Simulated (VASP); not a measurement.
**SnSe2: single point with LDA**

SnSe2:

```
CELL_PARAMETERS angstrom
3.80011 0.00000 0.00000
-1.90006 3.29100 0.00000
0.00000 0.00000 5.89565
ATOMIC_POSITIONS crystal
Sn 0.00000 0.00000 0.00000
Se 0.33333 0.66667 0.26738
Se 0.66667 0.33333 0.73262
```

| Property | Result |
| --- | --- |
| Program | VASP 6.6.1 |
| Task | single point |
| Functional | LDA |
| Potentials or basis | VASP PAW LDA potentials, release 64 (Sn_d, Se) |
| Cutoff | 520 eV |
| k mesh | 9 × 9 × 6 |
| Occupations | gaussian, width 0.02 eV |
| Spin | no spin polarisation |
| Dipole correction | no |
| Further INCAR settings | ALGO = Normal; EDIFF = 1e-06; NBANDS = 20 |

* Pressure: 0.2 GPa
* Largest force: 0.027 eV/Å
* Band gap on the k mesh: 0.22 eV, indirect (least direct gap 0.70 eV)

Forces in eV/Å, atoms in the order of the input:
```
Sn   0.000  0.000  0.000
Se   0.000  0.000  0.027
Se   0.000  0.000 -0.027
```

Levels at points of the mesh, in eV from the valence-band top:
```csv
k point,band 9,band 10,band 11,band 12,band 13,band 14,band 15,band 16,band 17,band 18
"(0.00, 0.00, 0.00)",-0.82,-0.82,-0.65,-0.65,-0.10,0.60,2.73,4.40,4.40,8.05
"(0.00, 0.00, 0.50)",-2.70,-1.01,-1.01,-0.34,-0.34,2.42,2.60,3.95,3.95,7.16
```

Wall time 31 s on 1 thread of Intel(R) Xeon(R) 6975P-C (Granite Rapids) (shared host), peak memory 0.22 GiB.

Caveat: spin-orbit coupling is left out, which moves the levels of the heavy elements. A k mesh can miss the band edges.
